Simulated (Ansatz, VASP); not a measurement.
## HC18N: VASP beside Ansatz

```
C N H
1.0
     7.39800    0.00000    0.00000
    -3.69900    6.40686    0.00000
     0.00000    0.00000   12.00000
C N H
18 1 1
Direct
  0.01438 0.99830 0.08084
  0.23736 0.10906 0.07620
  0.01560 0.32990 0.07518
  0.23580 0.44033 0.07520
  0.01338 0.66110 0.07619
  0.23648 0.77202 0.08045
  0.34954 0.99814 0.08045
  0.56734 0.10948 0.08367
  0.34741 0.32893 0.07568
  0.57077 0.44024 0.07514
  0.34292 0.66066 0.08363
  0.56643 0.76655 0.10917
  0.68494 0.00359 0.10921
  0.90891 0.11016 0.08374
  0.68054 0.32982 0.07522
  0.90356 0.44122 0.07569
  0.68384 0.65999 0.08368
  0.90116 0.77185 0.08082
  0.63257 0.88498 0.21619
  0.50451 0.88495 0.24950
```

Alike in both runs: functional PBE; k mesh 2 × 2 × 1; occupations fermi-dirac, width 0.05 eV; no spin polarisation.

Ansatz relaxed the structure, and its values are those at the end. VASP's run is a single point on that final structure, the one shown.

```csv
,VASP,Ansatz
version,VASP 6.6.1,Ansatz 0.2.0
potentials or method,"VASP PAW PBE potentials, release 64 (C, N, H), cutoff 520 eV","scalar-relativistic, plane waves, PAW"
valence electrons in the cell,78,78
```

```csv
,VASP,Ansatz,Ansatz less VASP
rms of the force components (eV/Å),0.017,0.002,-0.0144
```

The k mesh is coarse, so the values compare programs but aren't converged.
